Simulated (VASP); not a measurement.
# TlPt (P6/mmm) in VASP: further runs

TlPt is run at these levels: PBE; tasks: single point.

Everything below comes from runs of VASP 6.6.1. Logs are shortened: lines on timing, memory, paths and dates and some standing lists are left out, and cuts for length are marked.

## (1) The cell of the first run

Symmetry: P6/mmm, No. 191, hexagonal system. The conventional cell has a = 6.422 Å, b = 6.422 Å, c = 4.060 Å, α = 90.00°, β = 90.00°, γ = 120.00°. Within 3.6 Å of Tl (site symmetry mmm) lie 6 Pt at 2.75 to 3.21 Å and 4 Tl at 3.21 Å. Pt (site symmetry 6/mmm) has 6 Tl at 3.21 Å and 14 Pt at 4.06 to 4.23 Å within 4.3 Å. Within 3.8 Å of Pt (site symmetry -6m2) lie 6 Tl at 2.75 Å and 3 Pt at 3.71 Å.

## (2) Single point, PBE (24.17 Å³/atom)

The input, INCAR:

```
PREC = Accurate ; ENCUT = 520
EDIFF = 1E-6 ; ISMEAR = 0
SIGMA = 0.1 ; LREAL = F
LASPH = T ; NELM = 60
ALGO = Fast ; ISIF = 2
LWAVE = F ; LCHARG = F
GGA = PE ; NBANDS = 44
```

The input, KPOINTS:

```
regular mesh
0
Gamma
  6 6 10
```

The input, POSCAR:

```
TlPt
1.0
    6.4217731192      0.0000000000      0.0000000000
   -3.2108865596      5.5614186586      0.0000000000
    0.0000000000      0.0000000000      4.0598532191
Tl Pt
3 3
Direct
    0.0000000000      0.5000000000      0.0000000000
    0.5000000000      0.0000000000      0.0000000000
    0.5000000000      0.5000000000      0.0000000000
    0.0000000000      0.0000000000      0.0000000000
    0.6666666667      0.3333333333      0.5000000000
    0.3333333333      0.6666666667      0.5000000000
```

Potentials or basis: VASP PAW PBE potentials, release 64 (Tl_d, Pt).

On the command line:

```console
> cat potpaw_PBE.64/Tl_d/POTCAR potpaw_PBE.64/Pt/POTCAR > POTCAR
> mpirun -np 1 vasp_std > vasp.out
```

OUTCAR:

```text
PREC = Accurate
   ENCUT = 520
   EDIFF = 1E-6
   ISMEAR = 0
   LREAL = F
   LASPH = T
   NELM = 60
   ISIF = 2
   GGA = PE

 ion  position               nearest neighbor table
   1  0.000  0.500  0.000-   5 2.75   6 2.75   5 2.75   6 2.75   3 3.21   3 3.21   4 3.21   4 3.21
                             2 3.21   2 3.21
   2  0.500  0.000  0.000-   5 2.75   6 2.75   5 2.75   6 2.75   4 3.21   4 3.21   1 3.21   3 3.21
                             3 3.21   1 3.21
   3  0.500  0.500  0.000-   5 2.75   6 2.75   5 2.75   6 2.75   1 3.21   1 3.21   4 3.21   2 3.21
                             2 3.21   4 3.21
   4  0.000  0.000  0.000-   2 3.21   2 3.21   3 3.21   1 3.21   1 3.21   3 3.21
   5  0.667  0.333  0.500-   1 2.75   1 2.75   2 2.75   2 2.75   3 2.75   3 2.75
   6  0.333  0.667  0.500-   1 2.75   1 2.75   2 2.75   2 2.75   3 2.75   3 2.75

  LATTYP: Found a hexagonal cell.
 ALAT       =     6.4217731192
 C/A-ratio  =     0.6322012852

  Lattice vectors:

 A1 = (   6.4217731192,   0.0000000000,   0.0000000000)
 A2 = (  -3.2108865596,   5.5614186586,   0.0000000000)
 A3 = (   0.0000000000,   0.0000000000,   4.0598532191)

Analysis of symmetry for initial positions (statically):
=====================================================================
 Subroutine PRICEL returns:
 Original cell was already a primitive cell.

 Routine SETGRP: Setting up the symmetry group for a
 hexagonal supercell.

 Subroutine GETGRP returns: Found 24 space group operations
 (whereof 24 operations were pure point group operations)
 out of a pool of 24 trial point group operations.

The static configuration has the point symmetry D_6h.

Analysis of symmetry for dynamics (positions and initial velocities):
=====================================================================
 Subroutine PRICEL returns:
 Original cell was already a primitive cell.

 Routine SETGRP: Setting up the symmetry group for a
 hexagonal supercell.

 Subroutine GETGRP returns: Found 24 space group operations
 (whereof 24 operations were pure point group operations)
 out of a pool of 24 trial point group operations.

The dynamic configuration has the point symmetry D_6h.

 Subroutine INISYM returns: Found 24 space group operations
 (whereof 24 operations are pure point group operations),
 and found     1 'primitive' translations

----------------------------------------------------------------------------------------

                                     Primitive cell

  volume of cell :     144.9943

  direct lattice vectors                    reciprocal lattice vectors
     6.421773119  0.000000000  0.000000000     0.155720232  0.089905118  0.000000000
    -3.210886560  5.561418659  0.000000000     0.000000000  0.179810236  0.000000000
     0.000000000  0.000000000  4.059853219     0.000000000  0.000000000  0.246314324

  length of vectors
     6.421773119  6.421773119  4.059853219     0.179810236  0.179810236  0.246314324

  position of ions in fractional coordinates (direct lattice)
     0.000000000  0.500000000  0.000000000
     0.500000000  0.000000000  0.000000000
     0.500000000  0.500000000  0.000000000
     0.000000000  0.000000000  0.000000000
     0.666666667  0.333333333  0.500000000
     0.333333333  0.666666667  0.500000000

  ion indices of the primitive-cell ions
   primitive index   ion index
                 1           1
                 2           2
                 3           3
                 4           4
                 5           5
                 6           6

----------------------------------------------------------------------------------------

 KPOINTS: regular mesh

Automatic generation of k-mesh.
 Grid dimensions read from file:
 generate k-points for:    6    6   10

 Generating k-lattice:

  Cartesian coordinates                     Fractional coordinates (reciprocal lattice)
     0.025953372  0.014984186  0.000000000     0.166666667  0.000000000  0.000000000
     0.000000000  0.029968373  0.000000000     0.000000000  0.166666667  0.000000000
     0.000000000  0.000000000  0.024631432     0.000000000  0.000000000  0.100000000

  Length of vectors
     0.029968373  0.029968373  0.024631432

  Shift w.r.t. Gamma in fractional coordinates (k-lattice)
     0.000000000  0.000000000  0.000000000

 Subroutine IBZKPT returns following result:
 ===========================================

 Found     42 irreducible k-points:

 Following reciprocal coordinates:
            Coordinates               Weight
  0.000000  0.000000  0.000000      1.000000
  0.166667  0.000000  0.000000      6.000000
  0.333333  0.000000  0.000000      6.000000
  0.500000  0.000000  0.000000      3.000000
  0.166667  0.166667  0.000000      6.000000
  0.333333  0.166667  0.000000     12.000000
[... 16 lines left out ...]
  0.166667  0.000000  0.300000     12.000000
  0.333333  0.000000  0.300000     12.000000
 [... further k-points ...]
   k-points           NKPTS =     42   k-points in BZ     NKDIM =     42   number of bands    NBANDS=     44
   number of dos      NEDOS =    301   number of ions     NIONS =      6
   total plane-waves  NPLWV =  69120
   dimension x,y,z NGX =    48 NGY =   48 NGZ =   30
   dimension x,y,z NGXF=    96 NGYF=   96 NGZF=   60
   ions per type =               3   3
   NGX,Y,Z   is equivalent  to a cutoff of  12.43, 12.43, 12.28 a.u.
   NGXF,Y,Z  is equivalent  to a cutoff of  24.85, 24.85, 24.57 a.u.
 SYSTEM =  unknown system
   PREC   = accura    normal or accurate (medium, high low for compatibility)
   ISTART =      0    job   : 0-new  1-cont  2-samecut
   ICHARG =      2    charge: 1-file 2-atom 10-const
   ISPIN  =      1    spin polarized calculation?
   LNONCOLLINEAR =      F non collinear calculations
   LSORBIT =      F    spin-orbit coupling
   LASPH  =      T    aspherical Exc in radial PAW
   ENCUT  =  520.0 eV  38.22 Ry    6.18 a.u.  11.94 11.94  7.55*2*pi/ulx,y,z
   NELM   =     60;   NELMIN=  2; NELMDL= -5     # of ELM steps
   EDIFF  = 0.1E-05   stopping-criterion for ELM
   LREAL  =      F    real-space projection
   EDIFFG = 0.1E-04   stopping-criterion for IOM
   NSW    =      0    number of steps for IOM
   IBRION =     -1    ionic relax: 0-MD 1-quasi-New 2-CG
   NFREE  =      0    steps in history (QN), initial steepest desc. (CG)
   ISIF   =      2    stress and relaxation
   ISYM   =      2    0-nonsym 1-usesym 2-fastsym
   POTIM  = 0.5000    time-step for ionic-motion
   TEBEG  =    0.0;   TEEND  =   0.0 temperature during run
   PSTRESS=    0.0 pullay stress
   NELECT =      69.0000    total number of electrons
   NUPDOWN=      -1.0000    fix difference up-down
   EMIN   =  10.00;   EMAX   =-10.00  energy-range for DOS
   EFERMI =   0.00;   METHOD = LEGACY
   ISMEAR =     0;   SIGMA  =   0.10  broadening in eV -4-tet -1-fermi 0-gaus
   EFERMI_NEDOS =   21; number of points for ismear=-14 and -15
   IALGO  =     68    algorithm
   IMIX   =      4    mixing-type and parameters
     AMIX     =   0.40;   BMIX     =  1.00
     AMIX_MAG =   1.60;   BMIX_MAG =  1.00
  volume/ion in A,a.u.               =      24.17       163.08
  Fermi-wavevector in a.u.,A,eV,Ry     =   1.278128  2.415311 22.226618  1.633610
  Thomas-Fermi vector in A             =   2.410688
   LORBIT       =      0    0 simple, 1 ext, 2 COOP (PROOUT), +10 PAW based schemes
   GGA     = PE    functional components
   LHFCALC =     F    Hartree Fock is set to
   AEXX    =    0.0000 exact exchange contribution
   IVDW    =     0    specifies the selected vdW correction
   LEPSILON=     F    determine dielectric tensor
   LRPA    =     F    only Hartree local field effects (RPA)
 non-spin polarized calculation
 RMM-DIIS sequential band-by-band and
 Gauss-broadening in eV      SIGMA  =   0.10
  energy-cutoff  :      520.00
  volume of cell :      144.99
 maximum number of plane-waves:      3930
 NGX is ok and might be reduce to    48
   NGX = 23   NGY = 23   NGZ = 15

 number of electron      68.9999989 magnetization

 Free energy of the ion-electron system (eV)
  ---------------------------------------------------
  ext. energy  EPLUGINS =         0.00000000
  ---------------------------------------------------
  free energy    TOTEN  =       -21.73714014 eV

  energy without entropy =      -21.71362228  energy(sigma->0) =      -21.72538121

 E-fermi :   6.3103     XC(G=0): -10.6786

 val. band max:        6.2839928669   @ k =   0.1667   0.0000   0.4000
 cond. band min:       6.3135554181   @ k =   0.0000   0.0000   0.1000
 fundamental gap:      0.0295625512
 Fermi energy:         6.3103264376

 k-point     1 :       0.0000    0.0000    0.0000
  band No.  band energies     occupation
      1      -6.1268      2.00000
      2      -5.5750      2.00000
      3      -5.5750      2.00000
      4      -5.4908      2.00000
      5      -5.3745      2.00000
      6      -5.3745      2.00000
[... 36 lines left out ...]
     43      14.5495      0.00000
     44      14.6715      0.00000

 k-point     2 :       0.1667    0.0000    0.0000
  band No.  band energies     occupation
      1      -6.0556      2.00000
      2      -5.5608      2.00000
      3      -5.5168      2.00000
      4      -5.4797      2.00000
      5      -5.3717      2.00000
      6      -5.3605      2.00000
[... 36 lines left out ...]
     43      13.5355      0.00000
     44      13.7769      0.00000

 k-point     3 :       0.3333    0.0000    0.0000
  band No.  band energies     occupation
      1      -5.8835      2.00000
      2      -5.5133      2.00000
      3      -5.4573      2.00000
      4      -5.3628      2.00000
      5      -5.3580      2.00000
      6      -5.3293      2.00000
[... 36 lines left out ...]
     43      13.1891      0.00000
     44      13.9232      0.00000

 k-point     4 :       0.5000    0.0000    0.0000
  band No.  band energies     occupation
      1      -5.7758      2.00000
      2      -5.4467      2.00000
      3      -5.4166      2.00000
      4      -5.3559      2.00000
      5      -5.3115      2.00000
      6      -5.3035      2.00000
[... 882 lines left out ...]
     43      13.0713      0.00000
     44      13.0713      0.00000

 k-point    23 :       0.1667    0.0000    0.3000
  band No.  band energies     occupation
      1      -5.8991      2.00000
      2      -5.7135      2.00000
      3      -5.5547      2.00000
      4      -5.5110      2.00000
      5      -5.2937      2.00000
      6      -5.2575      2.00000
[... 36 lines left out ...]
     43      13.0246      0.00000
     44      13.1837      0.00000

 k-point    24 :       0.3333    0.0000    0.3000
  band No.  band energies     occupation
      1      -5.7685      2.00000
      2      -5.6501      2.00000
      3      -5.4902      2.00000
      4      -5.3488      2.00000
      5      -5.3436      2.00000
      6      -5.2229      2.00000
[... 36 lines left out ...]
     43      11.9670      0.00000
     44      12.6686      0.00000

 [... further k-points ...]

------------------------ aborting loop because EDIFF is reached ----------------------------------------

  FORCE on cell =-STRESS in cart. coord.  units (eV):
  Direction    XX          YY          ZZ          XY          YZ          ZX
  --------------------------------------------------------------------------------------
  -------------------------------------------------------------------------------------
  Total        1.2864953      1.2864953      1.2705413      0.0000000     -0.0000000     -0.0000000
  in kB       14.2156887     14.2156887     14.0393982      0.0000000     -0.0000000     -0.0000000
  external PRESSURE =      14.1569252 kB  Pullay stress =       0.0000000 kB

 VOLUME and BASIS-vectors are now :
 -----------------------------------------------------------------------------
  energy-cutoff  :      520.00
  volume of cell :      144.99
      direct lattice vectors                 reciprocal lattice vectors
     6.421773119  0.000000000  0.000000000     0.155720232  0.089905118  0.000000000
    -3.210886560  5.561418659  0.000000000     0.000000000  0.179810236  0.000000000
     0.000000000  0.000000000  4.059853219     0.000000000  0.000000000  0.246314324

 POSITION                                       TOTAL-FORCE (eV/Angst)
 -----------------------------------------------------------------------------------
     -1.60544      2.78071      0.00000        -0.000000     -0.000000      0.000000
      3.21089      0.00000      0.00000        -0.000000     -0.000000      0.000000
      1.60544      2.78071      0.00000        -0.000000     -0.000000      0.000000
      0.00000      0.00000      0.00000        -0.000000     -0.000000      0.000000
      3.21089      1.85381      2.02993         0.000000      0.000000      0.000000
     -0.00000      3.70761      2.02993        -0.000000      0.000000      0.000000
 -----------------------------------------------------------------------------------
    total drift:                               -0.000000      0.000000      0.000000

  FREE ENERGIE OF THE ION-ELECTRON SYSTEM (eV)
  ---------------------------------------------------
  free  energy   TOTEN  =       -21.7371401444 eV

  energy  without entropy=      -21.7136222784  energy(sigma->0) =      -21.72538121
```

Wall time 2 min (1 thread of Intel Xeon 6975P-C (Granite Rapids), shared host); peak memory 0.38 GiB.

What came out:

* Free energy: -21.7371 eV
* Pressure: 1.4 GPa
* Band gap on the k mesh: zero (an odd number of electrons rules out a gap without spin polarisation)

Caveat: spin-orbit coupling is left out, which moves the levels of the heavy elements.

[end of part 1 of 2]
